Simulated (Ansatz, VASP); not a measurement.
**Two plane-wave programs on MgO**

```
Mg O
1.0
     0.00000    2.13515    2.13515
     2.13515    0.00000    2.13515
     2.13515    2.13515    0.00000
Mg O
1 1
Direct
  0.95609 0.95609 0.04391
  0.50000 0.50000 0.50000
```

Change from the starting cell: all Mg atoms moved +0.188 Å, as atom 1 towards its neighbour atom 2 (O) at 2.135 Å.

Alike in both runs: task single point; functional PBE; k mesh 10 × 10 × 10; occupations gaussian, width 0.05 eV; no spin polarisation.

|  | VASP | Ansatz |
| --- | --- | --- |
| version | VASP 6.6.1 | Ansatz 0.2.0 |
| potentials or method | VASP PAW PBE potentials, release 64 (Mg, O), cutoff 520 eV | scalar-relativistic, plane waves, PAW |
| valence electrons in the cell | 8 | 16 |

```tsv
	VASP	Ansatz	Ansatz less VASP
gap on the k mesh at the Fermi level (eV)	4.33	4.35	+0.017
least direct gap on the mesh (eV)	4.33	4.35	+0.017
pressure (GPa)	0.7	1.4	+0.70
traceless stress, the component that is largest in VASP (GPa)	7.50	7.40	-0.095
rms of the force components (eV/Å)	0.624	0.615	-0.0084
```

Atom by atom the forces differ by 0.008 eV/Å (rms over components). The functional is the same, so the differences come from potentials, cutoffs and numerics. VASP's potentials hold 8 valence electrons a cell and Ansatz's 16, so a difference there can come from the potentials and not from the codes.
